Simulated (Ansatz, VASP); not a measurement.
## One calculation of NbFe3Sn, two programs

```
CELL_PARAMETERS angstrom
4.65889 0.00000 0.00000
0.00000 4.65889 0.00000
0.00000 0.00000 4.65889
ATOMIC_POSITIONS crystal
Nb 0.00000 0.00000 0.00000
Fe 0.00000 0.50000 0.50000
Fe 0.50000 0.00000 0.50000
Fe 0.50000 0.50000 0.00000
Sn 0.50000 0.50000 0.50000
```

Alike in both runs: functional PBE; k mesh 4 × 4 × 4; occupations gaussian, width 0.1 eV; collinear spin.

Ansatz relaxed the structure, and its values are those at the end. VASP's run is a single point on that final structure, the one shown.

|  | VASP | Ansatz |
| --- | --- | --- |
| version | VASP 6.6.1 | Ansatz 0.2.0 |
| potentials or method | VASP PAW PBE potentials, release 64 (Nb_sv, Fe, Sn_d), cutoff 520 eV | scalar-relativistic, plane waves, PAW |
| valence electrons in the cell | 51 | 75 |

VASP gave:

| Property | Result |
| --- | --- |
| gap on the k mesh at the Fermi level (eV) | none |
| pressure (GPa) | 0.0 |
| net moment per atom (μB) | 0.99 |
| size of the moment on the site where the two differ most (μB) | 1.77 |

**Question.** Which values does Ansatz return?

**Answer.** gap on the k mesh at the Fermi level (eV): none; pressure (GPa): -0.1; net moment per atom (μB): 1.00; size of the moment on the site where the two differ most (μB): 2.08.

Site moments also hang on the region over which each program counts them. A gap of «none» marks a metal or a gap that the smearing closes. VASP's potentials hold 51 valence electrons a cell and Ansatz's 75, so a difference there can come from the potentials and not from the codes.
